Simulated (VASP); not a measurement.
# Te (C2/m) in VASP: a series of runs

The runs below take Te through relaxation of cell and atoms, single point, with PBEsol, HSE06.

All numbers are computed with VASP 6.6.1; they aren't measurements. Logs are shortened: lines on timing, memory, paths and dates and some standing lists are left out, and cuts for length are marked.

**1. The cell of the first run**

Symmetry: C2/m, No. 12, monoclinic system. Conventional cell: a = 7.641 Å, b = 4.296 Å, c = 5.977 Å, α = 90.00°, β = 90.90°, γ = 90.00°. Within 4.1 Å of Te (site symmetry 2/m) lie 6 Te at 3.09 to 3.31 Å. Within 4.0 Å of Te (site symmetry m) lie 6 Te at 3.03 to 3.47 Å.

**2. Relaxation of cell and atoms, PBEsol, target pressure 30 GPa, at which the enthalpy is minimised**

Contents of INCAR:

```
SYSTEM = Te
PREC = Accurate
ENCUT = 600
EDIFF = 1E-6
ISMEAR = -1
SIGMA = 0.05
LREAL = .FALSE.
LASPH = .TRUE.
NELM = 100
ALGO = Normal
ISIF = 3
LWAVE = .FALSE.
LCHARG = .FALSE.
GGA = PS
IBRION = 2
NSW = 80
EDIFFG = -0.01
PSTRESS = 300.0
```

Contents of KPOINTS:

```
regular mesh
0
G
  7 7 5
  0 0 0
```

Contents of POSCAR:

```
Te
1.0
    3.8202894285     -2.1482026000      0.0000000000
    3.8202894285      2.1482026000      0.0000000000
   -0.0942908673      0.0000000000      5.9760906531
Te
3
Direct
    0.0000000000      0.0000000000      0.0000000000
    0.3094466100      0.3094466100      0.3388094900
    0.6905533900      0.6905533900      0.6611905100
```

Potentials or basis: VASP PAW PBE potentials, release 64 (Te).

Run with:

```bash
cat potpaw_PBE.64/Te/POTCAR > POTCAR
mpirun -np 1 vasp_std > vasp.out
```

OUTCAR:

```text
SYSTEM = Te
   PREC = Accurate
   ENCUT = 600
   EDIFF = 1E-6
   ISMEAR = -1
   LREAL = .FALSE.
   LASPH = .TRUE.
   NELM = 100
   ISIF = 3
   GGA = PS
   IBRION = 2
   NSW = 80
   EDIFFG = -0.01
   PSTRESS = 300.0

 ion  position               nearest neighbor table
   1  0.000  0.000  0.000-   2 3.09   3 3.09   3 3.31   3 3.31   2 3.31   2 3.31
   2  0.309  0.309  0.339-   3 3.03   3 3.03   1 3.09   1 3.31   1 3.31   3 3.47
   3  0.691  0.691  0.661-   2 3.03   2 3.03   1 3.09   1 3.31   1 3.31   2 3.47

  LATTYP: Found a base centered monoclinic cell.
 ALAT       =     7.6405788570
 B/A-ratio  =     0.5623140969
 C/A-ratio  =     0.7822489081
 COS(beta)  =    -0.0157760547

  Lattice vectors:

 A1 = (   3.8202894285,  -2.1482026000,   0.0000000000)
 A2 = (   3.8202894285,   2.1482026000,   0.0000000000)
 A3 = (  -0.0942908673,   0.0000000000,   5.9760906531)

Analysis of symmetry for initial positions (statically):
=====================================================================
 Subroutine PRICEL returns:
 Original cell was already a primitive cell.

 Routine SETGRP: Setting up the symmetry group for a
 base centered monoclinic supercell.

 Subroutine GETGRP returns: Found  4 space group operations
 (whereof  4 operations were pure point group operations)
 out of a pool of  4 trial point group operations.

The static configuration has the point symmetry C_2h.

Analysis of symmetry for dynamics (positions and initial velocities):
=====================================================================
 Subroutine PRICEL returns:
 Original cell was already a primitive cell.

 Routine SETGRP: Setting up the symmetry group for a
 base centered monoclinic supercell.

 Subroutine GETGRP returns: Found  4 space group operations
 (whereof  4 operations were pure point group operations)
 out of a pool of  4 trial point group operations.

The dynamic configuration has the point symmetry C_2h.

 Subroutine INISYM returns: Found  4 space group operations
 (whereof  4 operations are pure point group operations),
 and found     1 'primitive' translations

----------------------------------------------------------------------------------------

                                     Primitive cell

  volume of cell :      98.0886

  direct lattice vectors                    reciprocal lattice vectors
     3.820289429 -2.148202600  0.000000000     0.130880136 -0.232752721  0.002065029
     3.820289429  2.148202600  0.000000000     0.130880136  0.232752721  0.002065029
    -0.094290867  0.000000000  5.976090653     0.000000000  0.000000000  0.167333472

[... 66 lines left out ...]
 [... further k-points ...]
   k-points           NKPTS =     72   k-points in BZ     NKDIM =     72   number of bands    NBANDS=     13
   number of dos      NEDOS =    301   number of ions     NIONS =      3
   total plane-waves  NPLWV =  62208
   dimension x,y,z NGX =    36 NGY =   36 NGZ =   48
   dimension x,y,z NGXF=    72 NGYF=   72 NGZF=   96
   ions per type =               3
   NGX,Y,Z   is equivalent  to a cutoff of  13.66, 13.66, 13.35 a.u.
   NGXF,Y,Z  is equivalent  to a cutoff of  27.31, 27.31, 26.70 a.u.
 SYSTEM =  Te
   PREC   = accura    normal or accurate (medium, high low for compatibility)
   ISTART =      0    job   : 0-new  1-cont  2-samecut
   ICHARG =      2    charge: 1-file 2-atom 10-const
   ISPIN  =      1    spin polarized calculation?
   LNONCOLLINEAR =      F non collinear calculations
   LSORBIT =      F    spin-orbit coupling
   LASPH  =      T    aspherical Exc in radial PAW
   ENCUT  =  600.0 eV  44.10 Ry    6.64 a.u.   8.75  8.75 11.94*2*pi/ulx,y,z
   NELM   =    100;   NELMIN=  2; NELMDL= -5     # of ELM steps
   EDIFF  = 0.1E-05   stopping-criterion for ELM
   LREAL  =      F    real-space projection
   EDIFFG = -.1E-01   stopping-criterion for IOM
   NSW    =     80    number of steps for IOM
   IBRION =      2    ionic relax: 0-MD 1-quasi-New 2-CG
   NFREE  =      1    steps in history (QN), initial steepest desc. (CG)
   ISIF   =      3    stress and relaxation
   ISYM   =      2    0-nonsym 1-usesym 2-fastsym
   POTIM  = 0.5000    time-step for ionic-motion
   TEBEG  =    0.0;   TEEND  =   0.0 temperature during run
   PSTRESS=  300.0 pullay stress
   NELECT =      18.0000    total number of electrons
   NUPDOWN=      -1.0000    fix difference up-down
   EMIN   =  10.00;   EMAX   =-10.00  energy-range for DOS
   EFERMI =   0.00;   METHOD = LEGACY
   ISMEAR =    -1;   SIGMA  =   0.05  broadening in eV -4-tet -1-fermi 0-gaus
   EFERMI_NEDOS =   21; number of points for ismear=-14 and -15
   IALGO  =     38    algorithm
   IMIX   =      4    mixing-type and parameters
     AMIX     =   0.40;   BMIX     =  1.00
     AMIX_MAG =   1.60;   BMIX_MAG =  1.00
  volume/ion in A,a.u.               =      32.70       220.64
  Fermi-wavevector in a.u.,A,eV,Ry     =   0.930307  1.758025 11.775440  0.865470
  Thomas-Fermi vector in A             =   2.056681
   LORBIT       =      0    0 simple, 1 ext, 2 COOP (PROOUT), +10 PAW based schemes
   GGA     = PS    functional components
   LHFCALC =     F    Hartree Fock is set to
   AEXX    =    0.0000 exact exchange contribution
   IVDW    =     0    specifies the selected vdW correction
   LEPSILON=     F    determine dielectric tensor
   LRPA    =     F    only Hartree local field effects (RPA)
 conjugate gradient relaxation of ions
 non-spin polarized calculation
  energy-cutoff  :      600.00
  volume of cell :       98.09
 maximum number of plane-waves:      3293
   NGX = 17   NGY = 17   NGZ = 23

--------------------------------------- Ionic step        1  -------------------------------------------

 number of electron      18.0000000 magnetization

 Free energy of the ion-electron system (eV)
  ---------------------------------------------------
  ext. energy  EPLUGINS =         0.00000000
  ---------------------------------------------------
  free energy    TOTEN  =       -10.47704690 eV

  energy without entropy =      -10.46966597  energy(sigma->0) =      -10.47335644

 E-fermi :   6.3384     XC(G=0):  -9.4298

 val. band max:        6.3173320478   @ k =   0.4286   0.2857   0.2000
 cond. band min:       6.3472670607   @ k =   0.0000   0.0000   0.4000
 fundamental gap:      0.0299350129
 Fermi energy:         6.3383810016
[... 889 lines left out ...]
  energy  without entropy=       -9.6435323657  energy(sigma->0) =       -9.64717991

  enthalpy is  TOTEN    =         4.7762455356 eV   P V=       14.4270729814

[... ionic steps 4 to 47 ...]

--------------------------------------- Ionic step       48  -------------------------------------------

 number of electron      18.0000002 magnetization

------------------------ aborting loop because EDIFF is reached ----------------------------------------
[... 73 lines left out ...]
--------------------------------------- Ionic step       50  -------------------------------------------

 number of electron      18.0000002 magnetization

 Free energy of the ion-electron system (eV)
  ---------------------------------------------------
  ext. energy  EPLUGINS =         0.00000000
  ---------------------------------------------------
  free energy    TOTEN  =        -8.33397123 eV

  energy without entropy =       -8.32235808  energy(sigma->0) =       -8.32816466

 E-fermi :  12.6679     XC(G=0): -11.6165

 val. band max:       12.6600126397   @ k =   0.4286   0.2857   0.0000
 cond. band min:      12.6744854445   @ k =  -0.1429  -0.0000   0.4000
 fundamental gap:      0.0144728048
 Fermi energy:        12.6678791974
[... 418 lines left out ...]
  energy  without entropy=       -8.3223580819  energy(sigma->0) =       -8.32816466

  enthalpy is  TOTEN    =         3.3578125560 eV   P V=       11.6917837886

 reached required accuracy - stopping structural energy minimisation
```

CONTCAR:

```text
Te
   1.00000000000000
     2.6946142390968717   -1.5883980003216533    0.1109504918691953
     2.6946142390968717    1.5883980003216533    0.1109504918691953
     0.1713243867375866    0.0000000000000000    7.3013635789794824
  Te
     3
Direct
     0.0000000000000000    0.0000000000000000    0.0000000000000000
     0.3341300543948119    0.3341300543948119    0.3334103993701862
     0.6658699456051882    0.6658699456051882    0.6665896006298137

  0.00000000E+00  0.00000000E+00  0.00000000E+00
  0.00000000E+00  0.00000000E+00  0.00000000E+00
  0.00000000E+00  0.00000000E+00  0.00000000E+00
```

Wall time 29 min (1 thread of Intel Xeon 8259CL, shared host); peak memory 0.32 GiB.

What came out:

| Quantity | Value |
| --- | --- |
| Free energy | -8.3340 eV |
| Relaxed volume | 20.81 Å³/atom |
| Relaxed cell | a = 3.130 Å, b = 3.130 Å, c = 7.303 Å, α = 86.81°, β = 86.81°, γ = 60.99° |
| Space group after relaxing (to 0.1 Å) | C2/m (No. 12) |
| Energy change on relaxing (the run minimises the enthalpy) | +714.4 meV/atom |
| Ionic steps | 50 |
| Pressure after relaxing | 30.0 GPa |
| Largest force after relaxing | 0.007 eV/Å |
| Band gap on the k mesh | zero (bands 9 and 10 overlap by 5.91 eV) |

Forces on the atoms (eV/Å):
```
Te   0.000  0.000  0.000
Te  -0.006  0.000 -0.003
Te   0.006  0.000  0.003
```

Step by step:
```tsv
step	energy change (eV)	largest force (eV/Å)	pressure (GPa)	volume (Å³)
1	0.0000	0.0971	-1.85	98.09
3	0.8262	0.9901	18.60	77.05
5	1.6878	1.3422	30.27	71.32
7	1.5511	0.7307	29.37	70.56
9	5.4686	3.4828	76.27	53.72
11	2.0780	1.2722	32.26	64.32
13	1.8780	1.0076	28.00	65.25
15	1.9439	0.9246	29.16	64.75
17	2.6096	0.4999	38.70	61.12
19	2.1062	0.3102	31.24	63.41
21	1.9694	0.2455	28.84	64.08
23	2.0712	0.4053	29.55	63.35
25	2.3552	0.9059	33.11	61.63
27	2.2739	0.7999	32.02	62.00
29	2.2423	0.7347	31.40	62.12
31	1.9998	0.3695	27.66	63.31
33	2.1456	0.0625	30.09	62.44
35	2.1399	0.0609	29.98	62.47
37	2.1313	0.0559	29.78	62.51
39	2.1650	0.0499	30.30	62.33
41	2.1555	0.0372	30.17	62.38
43	2.1483	0.0272	30.05	62.42
45	2.1206	0.0147	29.66	62.56
47	2.1428	0.0121	30.02	62.44
49	2.1425	0.0106	30.02	62.44
50	2.1431	0.0069	30.03	62.44
```

Final structure:
```
Te
1.0
     2.69461   -1.58840    0.11095
     2.69461    1.58840    0.11095
     0.17132    0.00000    7.30136
Te
3
Direct
  0.00000 0.00000 0.00000
  0.33413 0.33413 0.33341
  0.66587 0.66587 0.66659
```

Levels at points of the mesh, in eV from the Fermi level:
| k point | band 6 | band 7 | band 8 | band 9 | band 10 | band 11 | band 12 | band 13 |
| --- | --- | --- | --- | --- | --- | --- | --- | --- |
| (0.00, 0.00, 0.00) | 2.13 | 2.14 | 2.81 | 2.83 | 4.19 | 4.76 | 5.64 | 7.30 |

Caveat: the cell is relaxed towards a set pressure, so the run minimises the enthalpy, not the energy; the volume moved by over 15 % at a fixed basis, so the end points are rough; the PAW data sets were made with another functional, which shifts forces and pressure a little; spin-orbit coupling is left out, which moves the levels of the heavy elements.

**3. Single point, HSE06**

POSCAR is that of step 2.

Contents of INCAR.step1:

```
ALGO = Normal ; EDIFF = 1E-5
ENCUT = 520 ; GGA = PE
ISIF = 2 ; ISMEAR = -1
LASPH = T ; LREAL = F
LWAVE = T ; NBANDS = 16
NELM = 60 ; PREC = Accurate
SIGMA = 0.05
```

Contents of INCAR.step2:

```
ALGO = Normal ; EDIFF = 1E-6
ENCUT = 520 ; GGA = PE
HFSCREEN = 0.2079 ; ISIF = 2
ISMEAR = -1 ; ISTART = 1
LASPH = T ; LCHARG = T
LELF = T ; LHFCALC = T
LREAL = F ; LVHAR = T
LWAVE = F ; NBANDS = 16
NELM = 60 ; PREC = Accurate
PRECFOCK = Normal ; SIGMA = 0.05
```

Contents of KPOINTS:

```
k-points
0
Gamma
  4 4 3
```

Potentials or basis: VASP PAW PBE potentials, release 64 (Te).

Run with:

```bash
cat potpaw_PBE.64/Te/POTCAR > POTCAR
cp INCAR.step1 INCAR
mpirun -np 1 vasp_std > vasp.out
cp INCAR.step2 INCAR
mpirun -np 1 vasp_std > vasp.out
```

Run time: 26 min. Hardware: 1 thread of Intel Xeon 8259CL, shared host; peak memory 0.36 GiB.

It converged, with:

```yaml
Free_energy: -11.5236 eV
Pressure: -1.7 GPa
Largest_force: 0.358 eV/Å
Band_gap_on_the_k_mesh: 0.21 eV
```

Forces on the atoms (eV/Å):
```
Te   0.000  0.000  0.000
Te  -0.238  0.000  0.267
Te   0.238  0.000 -0.267
```

Stress tensor (GPa, compression positive):
```
-1.11  0.00 -0.05
 0.00 -1.68  0.00
-0.05  0.00 -2.22
```

Levels at points of the mesh, in eV from the valence-band top:
```
           k point  band 7  band 8  band 9  band 10  band 11  band 12
(0.00, 0.00, 0.00)   -2.26   -1.92   -1.70     1.25     1.29     1.95
(0.50, 0.00, 0.00)   -4.33   -0.78   -0.76     0.45     0.63     2.80
(0.50, 0.50, 0.00)   -4.55   -0.48    0.00     0.21     0.30     2.84
```

Caveat: the PAW data sets were made with another functional, which shifts forces and pressure a little; spin-orbit coupling is left out, which moves the levels of the heavy elements. A k mesh can miss the band edges.
